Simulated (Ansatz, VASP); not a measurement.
TiAl3: VASP beside Ansatz

The input INCAR:

```
SYSTEM = TiAl3
ALGO = Fast ; EDIFF = 1E-7
ENCUT = 520 ; GGA = PS
ISIF = 2 ; ISMEAR = 0
LASPH = .True. ; LCHARG = .False.
LREAL = .False. ; LWAVE = .False.
NBANDS = 18 ; NELM = 60
PREC = Accurate ; SIGMA = 0.05
```

KPOINTS

```
k-points
0
Gamma
  8 8 8
  0 0 0
```

File POSCAR:

```
TiAl3
1.0
    3.9556712500      0.0000000000      0.0000000000
    0.0000000000      3.9556712500      0.0000000000
    0.0000000000      0.0000000000      3.9556712500
Ti Al
1 3
Direct
    0.0263935718     -0.0116889690      0.0245904842
    0.5000000000      0.5000000000      0.0000000000
    0.5000000000      0.0000000000      0.5000000000
    0.0000000000      0.5000000000      0.5000000000
```

Input for Ansatz:

```yaml
crystal:
  lattice:
    - [3.95567125, 0.0, 0.0]
    - [0.0, 3.95567125, 0.0]
    - [0.0, 0.0, 3.95567125]
  atoms:
    - { symbol: Ti, position: [0.0263935718, -0.011688969, 0.0245904842] }
    - { symbol: Al, position: [0.5, 0.5, 0.0] }
    - { symbol: Al, position: [0.5, 0.0, 0.5] }
    - { symbol: Al, position: [0.0, 0.5, 0.5] }
basis:
  ecutwfc: 500
  fft_grid_basis: typed
kpoints:
  mp_grid: { grid: [8, 8, 8] }
hamiltonian:
  xc: pbesol
  pseudopotentials: { kind: paw }
scf:
  occupations: { method: gaussian, width: 0.05 }
output:
  forces: true
  stress: true
  eigenvalues: true
  bader: true
  write_density: true
  volumetric_format: npy
```

Alike in both runs: task single point; functional PBEsol; k mesh 8 × 8 × 8; occupations gaussian, width 0.05 eV; no spin polarisation.

|  | VASP | Ansatz |
| --- | --- | --- |
| version | VASP 6.6.1 | Ansatz 0.2.0 |
| potentials or method | VASP PAW PBE potentials, release 64 (Ti_sv, Al), cutoff 520 eV | scalar-relativistic, plane waves, PAW |
| valence electrons in the cell | 21 | 21 |

|  | VASP | Ansatz | Ansatz less VASP |
| --- | --- | --- | --- |
| gap on the k mesh at the Fermi level (eV) | none | none | - |
| pressure (GPa) | 0.3 | 0.2 | -0.10 |
| traceless stress, the component that is largest in VASP (GPa) | 0.46 | 0.46 | +0.001 |
| rms of the force components (eV/Å) | 0.478 | 0.476 | -0.0016 |

VASP's potentials were made for PBE, not for PBEsol. Atom by atom the forces differ by 0.002 eV/Å (rms over components). A gap of «none» marks a metal or a gap that the smearing closes.
